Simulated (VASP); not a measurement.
# FeNi3 (Pm-3m) in VASP: single point with PBE

Aim: the single point of FeNi3 with PBE.

All numbers are computed with VASP 6.6.1; they aren't measurements. Logs are shortened: lines on timing, memory, paths and dates and some standing lists are left out, and cuts for length are marked.

### 1 The cell of the first run

Symmetry: Pm-3m, No. 221, cubic system. Conventional cell: a = 3.545 Å, b = 3.545 Å, c = 3.545 Å, α = 90.00°, β = 90.00°, γ = 90.00°. Fe (site symmetry m-3m) has 12 Ni at 2.51 Å within 3.3 Å. Ni (site symmetry 4/mmm) has 4 Fe at 2.51 Å and 8 Ni at 2.51 Å within 3.3 Å.

### 2 Single point, PBE, collinear spin, ferromagnetic start

INCAR reads:

```
PREC     = Accurate       # precision mode
ENCUT    = 520            # plane-wave cutoff, eV
EDIFF    = 1E-7           # SCF threshold, eV
ISMEAR   = -1             # smearing method
SIGMA    = 0.15           # smearing width, eV
LREAL    = F              # projectors in reciprocal space
LASPH    = T              # aspherical terms in the spheres
NELM     = 150            # most SCF steps
ALGO     = Normal         # electronic algorithm
ISIF     = 2              # what is computed and relaxed
LWAVE    = F              # write WAVECAR
LCHARG   = F              # write CHGCAR
ISPIN    = 2              # spin polarisation
MAGMOM   = 2.8 1.2 1.2 1.2 # initial moments
LORBIT   = 11             # projections on sites
LMAXMIX  = 4              # l up to which the mixer works
GGA      = PE             # functional
NBANDS   = 31             # bands
```

KPOINTS reads:

```
regular mesh
0
Gamma
  6 6 6
```

POSCAR reads:

```
FeNi3
1.0
    3.5450000000      0.0000000000      0.0000000000
    0.0000000000      3.5450000000      0.0000000000
    0.0000000000      0.0000000000      3.5450000000
Fe Ni
1 3
Direct
    0.0000000000      0.0000000000      0.0000000000
    0.0000000000      0.5000000000      0.5000000000
    0.5000000000      0.0000000000      0.5000000000
    0.5000000000      0.5000000000      0.0000000000
```

Potentials or basis: VASP PAW PBE potentials, release 64 (Fe, Ni).

Run with:

```console
$ cat potpaw_PBE.64/Fe/POTCAR potpaw_PBE.64/Ni/POTCAR > POTCAR
$ mpirun -np 1 vasp_std > vasp.out
```

OUTCAR:

```text
PREC = Accurate
   ENCUT = 520
   EDIFF = 1E-7
   ISMEAR = -1
   LREAL = F
   LASPH = T
   NELM = 150
   ISIF = 2
   ISPIN = 2
   LORBIT = 11
   GGA = PE

 ion  position               nearest neighbor table
   1  0.000  0.000  0.000-   2 2.51   3 2.51   4 2.51   2 2.51   3 2.51   2 2.51   4 2.51   2 2.51
                             3 2.51   4 2.51   3 2.51   4 2.51
   2  0.000  0.500  0.500-   1 2.51   3 2.51   4 2.51   1 2.51   4 2.51   1 2.51   3 2.51   1 2.51
                             3 2.51   4 2.51   4 2.51   3 2.51
   3  0.500  0.000  0.500-   1 2.51   2 2.51   4 2.51   1 2.51   4 2.51   2 2.51   4 2.51   4 2.51
                             1 2.51   2 2.51   1 2.51   2 2.51
   4  0.500  0.500  0.000-   1 2.51   2 2.51   3 2.51   2 2.51   3 2.51   1 2.51   3 2.51   3 2.51
                             1 2.51   2 2.51   2 2.51   1 2.51

  LATTYP: Found a simple cubic cell.
 ALAT       =     3.5450000000

  Lattice vectors:

 A1 = (   3.5450000000,   0.0000000000,   0.0000000000)
 A2 = (   0.0000000000,   3.5450000000,   0.0000000000)
 A3 = (   0.0000000000,   0.0000000000,   3.5450000000)

Analysis of symmetry for initial positions (statically):
=====================================================================
 Subroutine PRICEL returns:
 Original cell was already a primitive cell.

 Routine SETGRP: Setting up the symmetry group for a
 simple cubic supercell.

 Subroutine GETGRP returns: Found 48 space group operations
 (whereof 48 operations were pure point group operations)
 out of a pool of 48 trial point group operations.

The static configuration has the point symmetry O_h .

Analysis of symmetry for dynamics (positions and initial velocities):
=====================================================================
 Subroutine PRICEL returns:
 Original cell was already a primitive cell.

 Routine SETGRP: Setting up the symmetry group for a
 simple cubic supercell.

 Subroutine GETGRP returns: Found 48 space group operations
 (whereof 48 operations were pure point group operations)
 out of a pool of 48 trial point group operations.

The dynamic configuration has the point symmetry O_h .

Analysis of structural, dynamic, and magnetic symmetry:
=====================================================================
 Subroutine PRICEL returns:
 Original cell was already a primitive cell.

 Routine SETGRP: Setting up the symmetry group for a
 simple cubic supercell.

 Subroutine GETGRP returns: Found 48 space group operations
 (whereof 48 operations were pure point group operations)
 out of a pool of 48 trial point group operations.

The overall configuration has the point symmetry O_h .

 Subroutine INISYM returns: Found 48 space group operations
 (whereof 48 operations are pure point group operations),
 and found     1 'primitive' translations

----------------------------------------------------------------------------------------

                                     Primitive cell

  volume of cell :      44.5501

  direct lattice vectors                    reciprocal lattice vectors
     3.545000000  0.000000000  0.000000000     0.282087447  0.000000000  0.000000000
     0.000000000  3.545000000  0.000000000     0.000000000  0.282087447  0.000000000
     0.000000000  0.000000000  3.545000000     0.000000000  0.000000000  0.282087447

  length of vectors
     3.545000000  3.545000000  3.545000000     0.282087447  0.282087447  0.282087447

  position of ions in fractional coordinates (direct lattice)
     0.000000000  0.000000000  0.000000000
     0.000000000  0.500000000  0.500000000
     0.500000000  0.000000000  0.500000000
     0.500000000  0.500000000  0.000000000

  ion indices of the primitive-cell ions
   primitive index   ion index
                 1           1
                 2           2
                 3           3
                 4           4

----------------------------------------------------------------------------------------

 KPOINTS: regular mesh

Automatic generation of k-mesh.
 Grid dimensions read from file:
 generate k-points for:    6    6    6

 Generating k-lattice:

  Cartesian coordinates                     Fractional coordinates (reciprocal lattice)
     0.047014575  0.000000000  0.000000000     0.166666667  0.000000000  0.000000000
     0.000000000  0.047014575  0.000000000     0.000000000  0.166666667  0.000000000
     0.000000000  0.000000000  0.047014575     0.000000000  0.000000000  0.166666667

  Length of vectors
     0.047014575  0.047014575  0.047014575

  Shift w.r.t. Gamma in fractional coordinates (k-lattice)
     0.000000000  0.000000000  0.000000000

 Subroutine IBZKPT returns following result:
 ===========================================

 Found     20 irreducible k-points:

 Following reciprocal coordinates:
            Coordinates               Weight
  0.000000  0.000000  0.000000      1.000000
  0.166667  0.000000  0.000000      6.000000
  0.333333  0.000000  0.000000      6.000000
  0.500000  0.000000  0.000000      3.000000
  0.166667  0.166667  0.000000     12.000000
  0.333333  0.166667  0.000000     24.000000
[... 12 lines left out ...]
  0.500000  0.500000  0.333333      6.000000
  0.500000  0.500000  0.500000      1.000000
   k-points           NKPTS =     20   k-points in BZ     NKDIM =     20   number of bands    NBANDS=     31
   number of dos      NEDOS =    301   number of ions     NIONS =      4
   total plane-waves  NPLWV =  21952
   dimension x,y,z NGX =    28 NGY =   28 NGZ =   28
   dimension x,y,z NGXF=    56 NGYF=   56 NGZF=   56
   ions per type =               1   3
   NGX,Y,Z   is equivalent  to a cutoff of  13.13, 13.13, 13.13 a.u.
   NGXF,Y,Z  is equivalent  to a cutoff of  26.26, 26.26, 26.26 a.u.
 SYSTEM =  unknown system
   PREC   = accura    normal or accurate (medium, high low for compatibility)
   ISTART =      0    job   : 0-new  1-cont  2-samecut
   ICHARG =      2    charge: 1-file 2-atom 10-const
   ISPIN  =      2    spin polarized calculation?
   LNONCOLLINEAR =      F non collinear calculations
   LSORBIT =      F    spin-orbit coupling
   LASPH  =      T    aspherical Exc in radial PAW
   ENCUT  =  520.0 eV  38.22 Ry    6.18 a.u.   6.59  6.59  6.59*2*pi/ulx,y,z
   NELM   =    150;   NELMIN=  2; NELMDL= -5     # of ELM steps
   EDIFF  = 0.1E-06   stopping-criterion for ELM
   LREAL  =      F    real-space projection
   EDIFFG = 0.1E-05   stopping-criterion for IOM
   NSW    =      0    number of steps for IOM
   IBRION =     -1    ionic relax: 0-MD 1-quasi-New 2-CG
   NFREE  =      0    steps in history (QN), initial steepest desc. (CG)
   ISIF   =      2    stress and relaxation
   ISYM   =      2    0-nonsym 1-usesym 2-fastsym
   POTIM  = 0.5000    time-step for ionic-motion
   TEBEG  =    0.0;   TEEND  =   0.0 temperature during run
   PSTRESS=    0.0 pullay stress
   NELECT =      38.0000    total number of electrons
   NUPDOWN=      -1.0000    fix difference up-down
   EMIN   =  10.00;   EMAX   =-10.00  energy-range for DOS
   EFERMI =   0.00;   METHOD = LEGACY
   ISMEAR =    -1;   SIGMA  =   0.15  broadening in eV -4-tet -1-fermi 0-gaus
   EFERMI_NEDOS =   21; number of points for ismear=-14 and -15
   IALGO  =     38    algorithm
   IMIX   =      4    mixing-type and parameters
     AMIX     =   0.40;   BMIX     =  1.00
     AMIX_MAG =   1.60;   BMIX_MAG =  1.00
  volume/ion in A,a.u.               =      11.14        75.16
  Fermi-wavevector in a.u.,A,eV,Ry     =   1.552577  2.933945 32.796776  2.410495
  Thomas-Fermi vector in A             =   2.656932
   LORBIT       =     11    0 simple, 1 ext, 2 COOP (PROOUT), +10 PAW based schemes
   GGA     = PE    functional components
   LHFCALC =     F    Hartree Fock is set to
   AEXX    =    0.0000 exact exchange contribution
   IVDW    =     0    specifies the selected vdW correction
   LEPSILON=     F    determine dielectric tensor
   LRPA    =     F    only Hartree local field effects (RPA)
 spin polarized calculation
  energy-cutoff  :      520.00
  volume of cell :       44.55
 maximum number of plane-waves:      1222
 NGX is ok and might be reduce to    28
   NGX = 13   NGY = 13   NGZ = 13

 number of electron      37.9999985 magnetization       4.7979268

 Free energy of the ion-electron system (eV)
  ---------------------------------------------------
  ext. energy  EPLUGINS =         0.00000000
  ---------------------------------------------------
  free energy    TOTEN  =       -25.12424605 eV

  energy without entropy =      -24.86360123  energy(sigma->0) =      -24.99392364

 E-fermi :   8.5290     XC(G=0): -13.1437

 val. band max:        8.5216606477   @ k =   0.3333   0.1667   0.0000
 cond. band min:       8.5526713984   @ k =   0.0000   0.0000   0.0000
 fundamental gap:      0.0310107508
 Fermi energy:         8.5289973630

 spin component 1

 k-point     1 :       0.0000    0.0000    0.0000
  band No.  band energies     occupation
      1      -0.4989      1.00000
      2       3.2964      1.00000
      3       3.2964      1.00000
      4       3.9344      1.00000
      5       4.0296      1.00000
      6       4.0296      1.00000
[... 669 lines left out ...]
     30      30.0588      0.00000
     31      30.0595      0.00000
 Fermi energy:         8.5289973630

 spin component 2

 k-point     1 :       0.0000    0.0000    0.0000
  band No.  band energies     occupation
      1      -0.4516      1.00000
      2       4.3213      1.00000
      3       4.3305      1.00000
      4       4.3305      1.00000
      5       5.0173      1.00000
      6       5.0174      1.00000
[... 669 lines left out ...]
     30      29.8834      0.00000
     31      29.8851      0.00000

------------------------ aborting loop because EDIFF is reached ----------------------------------------

  FORCE on cell =-STRESS in cart. coord.  units (eV):
  Direction    XX          YY          ZZ          XY          YZ          ZX
  --------------------------------------------------------------------------------------
  -------------------------------------------------------------------------------------
  Total        0.0581300      0.0581300      0.0581300      0.0000000     -0.0000000     -0.0000000
  in kB        2.0905591      2.0905591      2.0905591      0.0000000     -0.0000000     -0.0000000
  external PRESSURE =       2.0905591 kB  Pullay stress =       0.0000000 kB

 VOLUME and BASIS-vectors are now :
 -----------------------------------------------------------------------------
  energy-cutoff  :      520.00
  volume of cell :       44.55
      direct lattice vectors                 reciprocal lattice vectors
     3.545000000  0.000000000  0.000000000     0.282087447  0.000000000  0.000000000
     0.000000000  3.545000000  0.000000000     0.000000000  0.282087447  0.000000000
     0.000000000  0.000000000  3.545000000     0.000000000  0.000000000  0.282087447

 POSITION                                       TOTAL-FORCE (eV/Angst)
 -----------------------------------------------------------------------------------
      0.00000      0.00000      0.00000         0.000000      0.000000      0.000000
      0.00000      1.77250      1.77250         0.000000      0.000000      0.000000
      1.77250      0.00000      1.77250         0.000000      0.000000      0.000000
      1.77250      1.77250      0.00000         0.000000      0.000000      0.000000
 -----------------------------------------------------------------------------------
    total drift:                                0.000000      0.000000      0.000000

  FREE ENERGIE OF THE ION-ELECTRON SYSTEM (eV)
  ---------------------------------------------------
  free  energy   TOTEN  =       -25.1242460485 eV

  energy  without entropy=      -24.8636012261  energy(sigma->0) =      -24.99392364

 total charge

# of ion       s       p       d       tot
------------------------------------------
    1        0.473   0.501   6.120   7.093
    2        0.504   0.510   8.319   9.333
    3        0.504   0.510   8.319   9.333
    4        0.504   0.510   8.319   9.333
--------------------------------------------------
tot          1.985   2.031  31.077  35.093

 magnetization (x)

# of ion       s       p       d       tot
------------------------------------------
    1        0.013   0.002   2.868   2.882
    2       -0.015  -0.041   0.703   0.647
    3       -0.015  -0.041   0.703   0.647
    4       -0.015  -0.041   0.703   0.647
--------------------------------------------------
tot         -0.031  -0.122   4.977   4.823
```

Wall time 2.2 min (1 thread of Intel Xeon 8259CL, shared host); peak memory 0.19 GiB.

Results:

```
Free energy                                           : -25.1242 eV
Pressure                                              : 0.2 GPa
Net moment                                            : 4.80 μB per cell
Site moments                                          : Fe +2.88; Ni +0.65 μB
Valence electrons inside the program's atomic spheres : Fe 7.09; Ni 9.33
```
